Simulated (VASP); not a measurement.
Set up this calculation in VASP 6.6.1, as the native input.

| Quantity | Value |
| --- | --- |
| Task | relaxation of shape and atoms at fixed volume |
| Functional | PBE |
| Dispersion | D3(BJ) |
| Potentials or basis | VASP PAW PBE potentials, release 64 (Ti_sv, O) |
| Cutoff | 600 eV |
| k mesh | 10 × 10 × 10 |
| Occupations | gaussian, width 0.02 eV |
| Spin | no spin polarisation |
| Dipole correction | no |
| Further INCAR settings | ALGO = Normal; EDIFF = 1e-07; IBRION = 2; EDIFFG = -0.01; NSW = 50; ISIF = 4 |

The structure of TiO2 lies in POSCAR:

```
TiO2
1.0
   -1.8600124139      1.8600124139      4.5141274019
    1.8600124139     -1.8600124139      4.5141274019
    1.8600124139      1.8600124139     -4.5141274019
Ti O
2 4
Direct
    0.0000000000      0.0000000000      0.0000000000
    0.7500000000      0.2500000000      0.5000000000
    0.2144435528      0.2144435528      0.0000000000
    0.9644435528      0.4644435528      0.5000000000
    0.5355564472      0.0355564472      0.5000000000
    0.7855564472      0.7855564472      0.0000000000
```

These files were run (other wordings do the same):

INCAR

```
ALGO     = Normal         # electronic algorithm
EDIFF    = 1E-7           # SCF threshold, eV
EDIFFG   = -0.01          # ionic threshold
ENCUT    = 600            # plane-wave cutoff, eV
GGA      = PE             # functional
GGA_COMPAT= False        
IBRION   = 2              # ionic algorithm
ISIF     = 4              # what is computed and relaxed
ISMEAR   = 0              # smearing method
IVDW     = 12             # dispersion correction
LASPH    = True           # aspherical terms in the spheres
LCHARG   = False          # write CHGCAR
LREAL    = False          # projectors in reciprocal space
LWAVE    = False          # write WAVECAR
NELM     = 120            # most SCF steps
NELMIN   = 4            
NSW      = 50             # ionic steps
PREC     = Accurate       # precision mode
SIGMA    = 0.02           # smearing width, eV
```

KPOINTS

```
k-points
0
Gamma
  10 10 10
```

Potentials or basis: VASP PAW PBE potentials, release 64 (Ti_sv, O).

Launch:

```bash
$ cat potpaw_PBE.64/Ti_sv/POTCAR potpaw_PBE.64/O/POTCAR > POTCAR
$ mpirun -np 1 vasp_std > vasp.out
```

It gave:

```json
{
 "Energy gained by relaxing": "3.4 meV/atom",
 "Ionic steps": "5",
 "Pressure after relaxing": "18.3 GPa",
 "Largest force after relaxing": "0.004 eV/Å",
 "Band gap on the k mesh": "1.89 eV (least direct gap 2.47 eV)",
 "Dispersion energy per atom": "-0.248 eV"
}
```

Wall time 30 min on 1 thread of Intel Xeon 8259CL (shared host), peak memory 0.4 GiB.
